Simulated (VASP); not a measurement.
The system is NaF.

```
CELL_PARAMETERS angstrom
0.00000 2.32000 2.32000
2.32000 0.00000 2.32000
2.32000 2.32000 0.00000
ATOMIC_POSITIONS crystal
Na 0.00000 0.00000 0.00000
F 0.50000 0.50000 0.50000
```

* Program: VASP 6.6.1
* Task: relaxation of cell and atoms
* Functional: LDA
* Potentials or basis: VASP PAW LDA potentials, release 64 (Na_pv, F)
* Cutoff: 600 eV
* k mesh: 10 × 10 × 10
* Occupations: fermi-dirac, width 0.02 eV
* Spin: no spin polarisation

At the start: pressure -4.7 GPa; volume 12.49 Å³/atom.

Problem. Where does the relaxation end?

Solution. Over 3 steps the energy falls by 17.9 meV/atom and the volume is 11.38 Å³/atom (-8.9 %); space group Fm-3m (No. 225, to 0.1 Å) before and after.

Step by step:
```
step  energy change (eV)  largest force (eV/Å)  pressure (GPa)  volume (Å³)
   1              0.0000                0.0000           -4.71        24.97
   2             -0.0288                0.0000           -2.29        23.67
   3             -0.0358                0.0000           -0.08        22.75
```

Final structure:
```cif
data_structure
_symmetry_space_group_name_H-M 'P 1'
_symmetry_Int_Tables_number 1
_cell_length_a 3.1807
_cell_length_b 3.1807
_cell_length_c 3.1807
_cell_angle_alpha 60.000
_cell_angle_beta 60.000
_cell_angle_gamma 60.000
_cell_volume 22.75
loop_
_atom_site_label
_atom_site_type_symbol
_atom_site_fract_x
_atom_site_fract_y
_atom_site_fract_z
_atom_site_occupancy
Na1 Na 0.00000 0.00000 0.00000 1
F1 F 0.50000 0.50000 0.50000 1
```
